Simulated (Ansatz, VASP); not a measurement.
# GaP in VASP and in Ansatz

```
Ga P
1.0
     0.00000    2.75256    2.75256
     2.75256    0.00000    2.75256
     2.75256    2.75256    0.00000
Ga P
1 1
Direct
  0.00000 0.00000 0.00000
  0.25000 0.25000 0.25000
```

Alike in both runs: functional PBE; k mesh 8 × 8 × 8; occupations gaussian, width 0.02 eV; no spin polarisation.

Ansatz relaxed the structure, and its values are those at the end. VASP's run is a single point on that final structure, the one shown.

```csv
,VASP,Ansatz
version,VASP 6.6.1,Ansatz 0.2.0
potentials or method,"VASP PAW PBE potentials, release 64 (Ga_d, P), cutoff 520 eV","scalar-relativistic, plane waves, PAW"
valence electrons in the cell,18,18
```

|  | VASP | Ansatz | Ansatz less VASP |
| --- | --- | --- | --- |
| gap on the k mesh at the Fermi level (eV) | 1.58 | 1.58 | +0.003 |
| least direct gap on the mesh (eV) | 1.58 | 1.58 | +0.003 |
| pressure (GPa) | 0.0 | 0.0 | +0.07 |
